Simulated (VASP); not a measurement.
## V: relaxation of cell and atoms with PBE

The system is V.

```
CELL_PARAMETERS angstrom
-1.32606 1.32606 1.32606
1.32606 -1.32606 1.32606
1.32606 1.32606 -1.32606
ATOMIC_POSITIONS crystal
V 0.00000 0.00000 0.00000
```

* Program: VASP 6.6.1
* Task: relaxation of cell and atoms
* Functional: PBE
* Potentials or basis: VASP PAW PBE potentials, release 64 (V_sv)
* Cutoff: 600 eV
* k mesh: 20 × 20 × 20
* Occupations: fermi-dirac, width 0.1 eV
* Spin: no spin polarisation
* Target pressure: 130 GPa
* Dipole correction: no
* Further INCAR settings: ALGO = Normal; EDIFF = 1e-06; IBRION = 2; EDIFFG = -0.005; NSW = 32; ISIF = 3

The relaxed volume is 9.36 Å³/atom and the relaxed cell is a = 2.300 Å, b = 2.300 Å, c = 2.300 Å, α = 109.47°, β = 109.47°, γ = 109.47°. The space group after relaxing (to 0.1 Å) is Im-3m (No. 229), the energy change on relaxing (the run minimises the enthalpy) is -29.2 meV/atom and the ionic steps are 4. The pressure after relaxing is 130.0 GPa and the band gap on the k mesh is zero (an odd number of electrons rules out a gap without spin polarisation).

Step by step:
| step | energy change (eV) | largest force (eV/Å) | pressure (GPa) | volume (Å³) |
| --- | --- | --- | --- | --- |
| 1 | 0.0000 | 0.0000 | 132.50 | 9.33 |
| 2 | -0.1556 | 0.0000 | 120.13 | 9.52 |
| 3 | -0.0305 | 0.0000 | 129.89 | 9.36 |
| 4 | -0.0292 | 0.0000 | 129.99 | 9.36 |

Final structure:
```
V
1.0
    -1.32775    1.32775    1.32775
     1.32775   -1.32775    1.32775
     1.32775    1.32775   -1.32775
V
1
Direct
  0.00000 0.00000 0.00000
```

Levels at points of the mesh, in eV from the Fermi level:
```tsv
k point	band 2	band 3	band 4	band 5	band 6	band 7	band 8	band 9	band 10
(0.00, 0.00, 0.00)	-35.89	-35.89	-35.89	-6.95	0.28	0.28	0.28	3.40	3.40
(0.50, 0.00, 0.00)	-38.54	-36.66	-35.94	-4.76	-2.22	3.57	3.69	4.11	6.38
(0.50, 0.50, 0.50)	-37.60	-37.60	-37.60	-5.27	-5.27	5.70	5.70	5.70	14.40
```

Run time: 63 s on 1 thread of Intel Xeon 8259CL (shared host), peak memory 0.15 GiB.

Caveat: the cell is relaxed towards a set pressure, so the run minimises the enthalpy, not the energy.
